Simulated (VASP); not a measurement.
**HfC: single point with r2SCAN**

HfC:

```
Hf C
1.0
     0.00000    2.36591    2.36591
     2.36591    0.00000    2.36591
     2.36591    2.36591    0.00000
Hf C
1 1
Direct
  0.50000 0.50000 0.50000
  0.00000 0.00000 0.00000
```

* Program: VASP 6.6.1
* Task: single point
* Functional: r2SCAN
* Potentials or basis: VASP PAW PBE potentials, release 64 (Hf_pv, C)
* Cutoff: 520 eV
* k mesh: 16 × 16 × 16
* Occupations: gaussian, width 0.1 eV
* Spin: no spin polarisation
* Dipole correction: no
* Further INCAR settings: ALGO = Normal; EDIFF = 1e-07; NBANDS = 14

```yaml
Pressure: -13.9 GPa
Band_gap_on_the_k_mesh: zero (bands 7 and 8 overlap by 1.43 eV)
```

Levels at points of the mesh, in eV from the Fermi level:
| k point | band 4 | band 5 | band 6 | band 7 | band 8 | band 9 | band 10 | band 11 |
| --- | --- | --- | --- | --- | --- | --- | --- | --- |
| (0.00, 0.00, 0.00) | -12.76 | 0.98 | 0.98 | 0.98 | 1.61 | 1.61 | 1.61 | 3.38 |
| (0.50, 0.00, 0.00) | -9.32 | -6.07 | -2.96 | -2.96 | 5.34 | 5.34 | 5.86 | 6.72 |
| (0.50, 0.50, 0.00) | -10.91 | -2.84 | -1.44 | -0.22 | -0.22 | 5.16 | 6.65 | 6.65 |

Wall time 2.6 min on 1 thread of Intel(R) Xeon(R) 6975P-C (Granite Rapids), with other jobs on the host, peak memory 0.2 GiB.

Caveat: the cell stands under tension; the PAW data sets were made with another functional, which shifts forces and pressure a little; spin-orbit coupling is left out, which moves the levels of the heavy elements.
